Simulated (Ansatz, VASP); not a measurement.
## One calculation of CaB3, two programs

```
Ca B
1.0
    -1.97781    1.97781    2.79792
     1.97781   -1.97781    2.79792
     1.97781    1.97781   -2.79792
Ca B
1 3
Direct
  0.00000 0.00000 0.00000
  0.50000 0.50000 0.00000
  0.25000 0.75000 0.50000
  0.75000 0.25000 0.50000
```

Alike in both runs: functional PBE; k mesh 16 × 16 × 16; occupations gaussian, width 0.1 eV; no spin polarisation.

Ansatz relaxed the structure, and its values are those at the end. VASP's run is a single point on that final structure, the one shown.

|  | VASP | Ansatz |
| --- | --- | --- |
| version | VASP 6.6.1 | Ansatz 0.2.0 |
| potentials or method | VASP PAW PBE potentials, release 64 (Ca_sv, B), cutoff 520 eV | scalar-relativistic, plane waves, PAW |
| valence electrons in the cell | 19 | 19 |

```csv
,VASP,Ansatz,Ansatz less VASP
gap on the k mesh at the Fermi level (eV),none,none,-
pressure (GPa),0.4,0.0,-0.44
```

A gap of «none» marks a metal or a gap that the smearing closes.
